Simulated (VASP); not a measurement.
The system is Be5Te.

```
Be Te
1.0
     4.39871    0.00000    0.00000
    -2.19936    3.80940    0.00000
     0.00000    0.00000    4.23109
Be Te
5 1
Cartesian
  0.9484 0.0000 2.9875
  -0.4742 0.8213 2.9875
  1.7252 2.9881 2.9875
  0.0000 2.5396 1.9400
  2.1994 1.2698 1.9400
  0.0000 0.0000 1.1174
```

```yaml
Program: VASP 6.6.1
Task: relaxation of cell and atoms
Functional: PBE
Potentials_or_basis: VASP PAW PBE potentials, release 64 (Be, Te)
Cutoff: 600 eV
k_mesh: 4 × 4 × 4
Occupations: gaussian, width 0.2 eV
Spin: no spin polarisation
```

At the start: pressure 37.9 GPa; volume 11.82 Å³/atom.

Where does the relaxation end?

Over 29 steps the energy falls by 1333.4 meV/atom and the volume is 13.85 Å³/atom (+17.3 %); space group P31m (No. 157, to 0.05 Å).

The path:
```
step  energy change (eV)  largest force (eV/Å)  pressure (GPa)  volume (Å³)
   1              0.0000                9.0860           37.92        70.90
   2             -4.9785                1.1162           -8.95       103.38
   3             -5.1544                0.4298           -1.99        89.53
   4             -5.1738                0.5848           -5.35        94.76
   5             -5.1852                0.4831           -4.43        93.14
   6             -5.8408                0.6407           -4.10        88.83
   7             -7.2338                1.2861            2.32        74.67
   8              8.8663                3.8761          154.94        43.98
   9             -7.1148                2.0868            4.40        73.27
  10             -7.4868                1.2268            3.18        73.04
  11             -7.5911                1.3494            3.61        72.78
  12             -7.3829                1.5796            5.74        72.00
  13             -7.6059                1.4119            3.92        72.65
  14             -7.6064                1.4583            4.09        72.58
  15             -7.7627                1.2312            1.27        75.01
  16             -7.8449                0.8120           -2.13        78.62
  17             -7.9031                0.3852           -0.83        77.77
  18             -7.9175                0.2315            0.26        77.16
  19             -7.9327                0.1485            0.34        77.33
  20             -7.9428                0.1833            0.55        77.60
  21             -7.9533                0.2064            0.09        78.42
  22             -7.9621                0.4003           -1.03        80.78
  23             -7.9629                0.3579           -0.80        80.26
  24             -7.9682                0.3475           -0.66        80.43
  25             -7.9811                0.2993           -0.20        80.95
  26             -7.9879                0.2612            0.89        81.96
  27             -7.9889                0.2336            0.58        81.69
  28             -7.9978                0.1080            0.40        82.47
  29             -8.0001                0.0311            0.27        83.13
```

Final structure:
```cif
data_structure
_symmetry_space_group_name_H-M 'P 1'
_symmetry_Int_Tables_number 1
_cell_length_a 3.7629
_cell_length_b 3.7629
_cell_length_c 6.7791
_cell_angle_alpha 90.000
_cell_angle_beta 90.000
_cell_angle_gamma 120.000
_cell_volume 83.13
loop_
_atom_site_label
_atom_site_type_symbol
_atom_site_fract_x
_atom_site_fract_y
_atom_site_fract_z
_atom_site_occupancy
Be1 Be 0.33258 0.00000 0.72690 1
Be2 Be 0.00000 0.33258 0.72690 1
Be3 Be 0.66742 0.66742 0.72690 1
Be4 Be 0.33333 0.66667 0.44579 1
Be5 Be 0.66667 0.33333 0.44579 1
Te1 Te 0.00000 0.00000 0.22707 1
```

Caveat: the k points lie up to 0.48 Å⁻¹ apart in the final cell; the volume moved by over 15 % at a fixed basis, so the end points are rough; the relaxation stopped at a loose force limit of 0.08 eV/Å, so its end isn't a converged minimum.
